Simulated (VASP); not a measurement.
A run of VASP 6.6.1 is set up as follows.

File INCAR:

```
SYSTEM = MnSb
PREC = Accurate ; ENCUT = 520
EDIFF = 1E-6 ; ISMEAR = -1
SIGMA = 0.08 ; LREAL = .FALSE.
LASPH = .TRUE. ; NELM = 100
ALGO = Normal ; ISIF = 2
LWAVE = .FALSE. ; LCHARG = .FALSE.
GGA = PE ; NBANDS = 16
```

The input KPOINTS:

```
regular mesh
0
G
  12 12 12
  0 0 0
```

The input POSCAR:

```
MnSb
1.0
    0.0000000000      2.9026208189      2.9026208189
    2.9026208189      0.0000000000      2.9026208189
    2.9026208189      2.9026208189      0.0000000000
Mn Sb
1 1
Direct
    0.0000000000      0.0000000000      0.0000000000
    0.5000000000      0.5000000000      0.5000000000
```

Potentials or basis: VASP PAW PBE potentials, release 64 (Mn_pv, Sb).

The run is started by

```bash
$ cat potpaw_PBE.64/Mn_pv/POTCAR potpaw_PBE.64/Sb/POTCAR > POTCAR
$ mpirun -np 1 vasp_std > vasp.out
```

Problem. Estimate the pressure.

Solution. -16.6 GPa.

Problem. What does it give for the band gap on the k mesh?

Solution. Zero (filled and empty bands touch).

Caveat: spin-orbit coupling is left out, which moves the levels of the heavy elements. Spin polarisation is off, so any magnetic state and its effect on volume and gap are missing.
